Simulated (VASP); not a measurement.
A run of VASP 6.6.1:

File POSCAR:

```
C
1.0
    0.0000000000      1.6407280000      1.9260720000
    1.6407280000      0.0000000000      1.9260720000
    1.6407280000      1.6407280000      0.0000000000
C
2
Direct
    0.5000000000      0.5000000000      0.5000000000
    0.7500000000      0.7500000000      0.7500000000
```

File INCAR.step1:

```
SYSTEM = C
PREC     = Accurate       ! precision mode
ENCUT    = 520            ! plane-wave cutoff, eV
ISMEAR   = 0              ! smearing method
SIGMA    = 0.05           ! smearing width, eV
LREAL    = .FALSE.        ! projectors in reciprocal space
LASPH    = .TRUE.         ! aspherical terms in the spheres
NELM     = 100            ! most SCF steps
NBANDS   = 11             ! bands
GGA      = PE             ! functional
ALGO     = Normal         ! electronic algorithm
EDIFF    = 1E-4           ! SCF threshold, eV
LWAVE    = .TRUE.         ! write WAVECAR
LCHARG   = .FALSE.        ! write CHGCAR
```

The input INCAR.step2:

```
SYSTEM = C
PREC     = Accurate       ! precision mode
ENCUT    = 520            ! plane-wave cutoff, eV
EDIFF    = 1E-6           ! SCF threshold, eV
ISMEAR   = 0              ! smearing method
SIGMA    = 0.05           ! smearing width, eV
LREAL    = .FALSE.        ! projectors in reciprocal space
LASPH    = .TRUE.         ! aspherical terms in the spheres
NELM     = 100            ! most SCF steps
ALGO     = Normal         ! electronic algorithm
ISIF     = 2              ! what is computed and relaxed
LWAVE    = .FALSE.        ! write WAVECAR
LCHARG   = .TRUE.         ! write CHGCAR
METAGGA  = R2SCAN         ! meta-GGA
LMIXTAU  = .TRUE.       
LELF     = .TRUE.         ! ELF
LVHAR    = .TRUE.       
NBANDS   = 11             ! bands
ISTART   = 1
```

KPOINTS

```
regular mesh
0
G
  12 12 12
  0 0 0
```

Potentials or basis: VASP PAW PBE potentials, release 64 (C).

Run with:

```console
$ cat potpaw_PBE.64/C/POTCAR > POTCAR
$ cp INCAR.step1 INCAR
$ mpirun -np 1 vasp_std > vasp.out
$ cp INCAR.step2 INCAR
$ mpirun -np 1 vasp_std > vasp.out
```

Hardware: 1 thread of Intel(R) Xeon(R) Platinum 8488C (Sapphire Rapids) (shared host).

Q: Estimate the wall time of this run.

A: It took 37 s on 1 thread of Intel(R) Xeon(R) Platinum 8488C (Sapphire Rapids), with other jobs on the host, peak memory 0.13 GiB. Counts: k points 163.
